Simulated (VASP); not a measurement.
Runs of VASP 6.6.1 on BiTe. The structure is that of space group Fm-3m (No. 225), or close to it. The cells are those of the table. 

| cell | gap on the mesh (eV) | pressure (GPa) |
| --- | --- | --- |
| a = 4.609, b = 4.609, c = 4.644 Å, angles 59.8, 59.8, 60.5°, 2 atoms | none | -0.7 |
| a = 4.575, b = 4.575, c = 4.506 Å, angles 60.5, 60.5, 59.0°, 2 atoms | none | 1.6 |
| a = 4.609, b = 4.609, c = 4.575 Å, angles 60.2, 60.2, 59.5°, 2 atoms | none | 0.0 |
| a = 4.644, b = 4.644, c = 4.575 Å, angles 60.5, 60.5, 59.0°, 2 atoms | none | (b) |
| a = 4.541, b = 4.541, c = 4.575 Å, angles 59.8, 59.8, 60.5°, 2 atoms | none | (a) |

Alike in all rows: task single point; level PBE; potentials or basis VASP PAW PBE potentials, release 64 (Bi_d, Te); no spin polarisation; k mesh 14 × 14 × 14; cutoff (eV) 520; smearing gaussian 0.15 eV.

Fill in the values left out.

(a) 1.5; (b) -0.6.

Caveats: spin-orbit coupling is left out, which moves the levels of the heavy elements.

A k mesh can miss the band edges, and the runs leave out spin-orbit coupling on Bi, Te.

A gap of «none» marks levels without a gap at the run's occupations.
